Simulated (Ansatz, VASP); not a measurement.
# One calculation of AlAu, two programs

POSCAR

```
AlAu
1.0
    2.9516120000      0.0000000000      0.0000000000
   -1.4758060000      2.5561840000      0.0000000000
   -1.4758060000      0.8520610000      8.8895460000
Al Au
2 2
Direct
    0.3745700000      0.6254300000      0.1237100000
    0.6254300000      0.3745700000      0.8762900000
    0.8782000000      0.1218000000      0.6346000000
    0.1218000000      0.8782000000      0.3654000000
```

Contents of INCAR.step1:

```
SYSTEM = AlAu
  ALGO = Normal
  EDIFF = 1E-4
  ENCUT = 520
  GGA = PE
  ISMEAR = -1
  LASPH = .True.
  LCHARG = .False.
  LREAL = .False.
  LUSENCCL = .False.
  LWAVE = .True.
  NBANDS = 22
  NELM = 100
  PREC = Accurate
  SIGMA = 0.0636
```

Contents of INCAR.step2:

```
SYSTEM = AlAu
  ALGO = Normal
  EDIFF = 1E-6
  ENCUT = 520
  ISIF = 2
  ISMEAR = -1
  ISTART = 1
  LASPH = .True.
  LCHARG = .False.
  LMIXTAU = .True.
  LREAL = .False.
  LUSENCCL = .False.
  LWAVE = .False.
  METAGGA = R2SCAN
  NBANDS = 22
  NELM = 100
  PREC = Accurate
  SIGMA = 0.0636
```

KPOINTS

```
k-points
0
Gamma
  10 10 10
  0 0 0
```

Input for Ansatz:

```yaml
crystal:
  lattice:
    - [2.951612, 0.0, 0.0]
    - [-1.475806, 2.556184, 0.0]
    - [-1.475806, 0.852061, 8.889546]
  atoms:
    - { symbol: Al, position: [0.37457, 0.62543, 0.12371] }
    - { symbol: Al, position: [0.62543, 0.37457, 0.87629] }
    - { symbol: Au, position: [0.8782, 0.1218, 0.6346] }
    - { symbol: Au, position: [0.1218, 0.8782, 0.3654] }
  symmetry: { tolerance: 0.0003 }
kpoints:
  mp_grid: { grid: [10, 10, 10], shift: [0, 0, 0] }
  band_path:
    path:
      - [0.0, 0.0, 0.0]
      - [0.0, 0.0, 0.5]
      - [0.65441715, -0.32720857, 0.17279143]
      - [0.67279143, -0.34558285, -0.17279143]
      - [0.5, 0.0, 0.0]
      - [0.0, 0.0, 0.0]
      - [0.67279143, -0.33639571, -0.33639571]
      - [0.66360429, -0.33639571, 0.0]
      - [0.5, -0.5, 0.0]
      - [0.0, 0.0, 0.0]
    npoints: 6
magnetization:
  spin_polarized: false
scf:
  occupations: { method: fermi_dirac, width: 0.0636 }
  lower_state_search: "off"
  max_iter: 200
hamiltonian:
  pseudopotentials: { kind: paw }
  xc: r2scan
basis:
  ecutwfc: 500
  fft_grid_basis: typed
output:
  forces: true
  stress: true
  eigenvalues: true
  bader: true
  populations: true
  elf: true
  write_potential: true
  volumetric_format: npy
  dos:
    e_range: [-12, 8]
    de: 0.05
    projected: { site_lists: { Al: [Al], Au: [Au] } }
checkpoint:
  read: saved_state
```

Alike in both runs: task single point; functional r2SCAN; k mesh 10 × 10 × 10; occupations fermi-dirac, width 0.0636 eV; no spin polarisation.

|  | VASP | Ansatz |
| --- | --- | --- |
| version | VASP 6.6.1 | Ansatz 0.2.0 |
| potentials or method | VASP PAW PBE potentials, release 64 (Al, Au), cutoff 520 eV | PAW plane waves |
| valence electrons in the cell | 28 | 44 |

```tsv
	VASP	Ansatz	Ansatz less VASP
pressure (GPa)	-1.5	-1.3	+0.13
traceless stress, the component that is largest in VASP (GPa)	-3.81	-3.72	+0.095
rms of the force components (eV/Å)	0.330	0.320	-0.0108
```

VASP's potentials were made for PBE, not for r2SCAN. Atom by atom the forces differ by 0.012 eV/Å (rms over components). With one functional, cell and mesh, what is left measures potentials, basis and numerics. VASP's potentials hold 28 valence electrons a cell and Ansatz's 44, so a difference there can come from the potentials and not from the codes. Ansatz's warnings: structure snapped to symmetry.

Spin-orbit coupling is off throughout.
